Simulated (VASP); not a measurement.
CsSnI3, 5 atoms in the cell. Symmetry: Pm-3m, No. 221, cubic system. Conventional cell: a = 6.115 Å, b = 6.115 Å, c = 6.115 Å, α = 90.00°, β = 90.00°, γ = 90.00°. Within 5.7 Å of Cs (site symmetry m-3m) lie 12 I at 4.32 Å and 8 Sn at 5.30 Å. I (site symmetry 4/mmm) has 2 Sn at 3.06 Å within 4.0 Å. Within 4.0 Å of Sn (site symmetry m-3m) lie 6 I at 3.06 Å. 

| Quantity | Value |
| --- | --- |
| Program | VASP 6.6.1 |
| Task | single point |
| Functional | PBEsol |
| Potentials or basis | VASP PAW PBE potentials, release 64 (Cs_sv, I, Sn_d) |
| Cutoff | 500 eV |
| k mesh | 5 × 5 × 5 |
| Occupations | fermi-dirac, width 0.05 eV |
| Spin | no spin polarisation |
| Dipole correction | no |
| Further INCAR settings | ALGO = Normal; EDIFF = 1e-06; NBANDS = 30 |

Potentials or basis: VASP PAW PBE potentials, release 64 (Cs_sv, I, Sn_d).

Launch:

```console
$ cat potpaw_PBE.64/Cs_sv/POTCAR potpaw_PBE.64/I/POTCAR potpaw_PBE.64/Sn_d/POTCAR > POTCAR
$ mpirun -np 1 vasp_std > vasp.out
```

Hardware: 1 thread of Intel(R) Xeon(R) Platinum 8488C (Sapphire Rapids), with other jobs on the host.

Q: Estimate the wall time of this run.

A: Run time: 47 s on 1 thread of Intel(R) Xeon(R) Platinum 8488C (Sapphire Rapids), on a shared host, peak memory 0.34 GiB. Counts: scf iterations 14, k points 10.
